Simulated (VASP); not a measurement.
A run of VASP 6.6.1 is set up as follows.

INCAR

```
SYSTEM = Co
PREC = Accurate
ENCUT = 520
EDIFF = 1E-8
ISMEAR = 0
SIGMA = 0.15
LREAL = .False.
LASPH = .True.
NELM = 150
ALGO = Fast
ISIF = 2
LWAVE = .False.
LCHARG = .True.
ISPIN = 2
MAGMOM = 1.72 1.72
LORBIT = 11
LMAXMIX = 4
GGA = CA
NBANDS = 20
IBRION = 8
NSW = 1
```

File KPOINTS:

```
Automatic mesh
0
Gamma
  21 21 12
  0 0 0
```

Contents of POSCAR:

```
Co
1.0
    2.4287596817      0.0000000000      0.0000000000
   -1.2143798408      2.1033675840      0.0000000000
    0.0000000000      0.0000000000      3.9177515245
Co
2
Direct
    0.6666666667      0.3333333333      0.2500000000
    0.3333333333      0.6666666667      0.7500000000
```

Potentials or basis: VASP PAW LDA potentials, release 64 (Co).

Command:

```bash
$ cat potpaw_LDA.64/Co/POTCAR > POTCAR
$ mpirun -np 1 vasp_std > vasp.out
```

**Question.** Estimate the highest phonon frequency at Γ.

**Answer.** 292 cm⁻¹.

**Question.** What does it give for the site moments?

**Answer.** Co +1.48 μB.

Phonon frequencies in cm⁻¹ (negative: imaginary):
```
              q point        frequencies
(0.000, 0.000, 0.000)  0 0 0 173 173 292
```

Caveat: the cell stands under pressure or tension, which shifts response properties.
